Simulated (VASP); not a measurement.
Write the native input for VASP 6.6.1 that does the following.

| Property | Result |
| --- | --- |
| Task | single point |
| Functional | PBE |
| Potentials or basis | VASP PAW PBE potentials, release 64 (Re) |
| Cutoff | 520 eV |
| k mesh | 9 × 9 × 5 |
| Occupations | fermi-dirac, width 0.05 eV |
| Spin | no spin polarisation |
| Dipole correction | no |
| Further INCAR settings | ALGO = Normal; EDIFF = 1e-06; NBANDS = 14 |

The structure of Re lies in POSCAR:

```
Re
1.0
    2.7653363785      0.0000000000      0.0000000000
   -1.3826681893      2.3948515538      0.0000000000
    0.0000000000      0.0000000000      4.4735766300
Re
2
Direct
    0.1669375600      0.5837000618      0.2499999648
    0.8330623368      0.9162998001      0.7499998944
```

One way to write it, as run:

INCAR

```
SYSTEM = Re
ALGO = Normal
EDIFF = 1E-6
ENCUT = 520
GGA = PE
ISIF = 2
ISMEAR = -1
LASPH = .True.
LCHARG = .False.
LREAL = .False.
LWAVE = .False.
NBANDS = 14
NELM = 80
PREC = Accurate
SIGMA = 0.05
```

KPOINTS

```
k-points
0
Gamma
  9 9 5
  0 0 0
```

Potentials or basis: VASP PAW PBE potentials, release 64 (Re).

Launch:

```bash
$ cat potpaw_PBE.64/Re/POTCAR > POTCAR
$ mpirun -np 1 vasp_std > vasp.out
```

Results of the run:

```
Pressure               : 3.0 GPa
Largest force          : 0.006 eV/Å
Band gap on the k mesh : zero (band 7 reaches 9.01 eV, above the bottom of band 8 at 6.31 eV)
```

Caveat: spin-orbit coupling is left out, which moves the levels of the heavy elements.

Wall time 24 s on 1 thread of Intel(R) Xeon(R) Platinum 8488C (Sapphire Rapids) (shared host), peak memory 0.18 GiB.
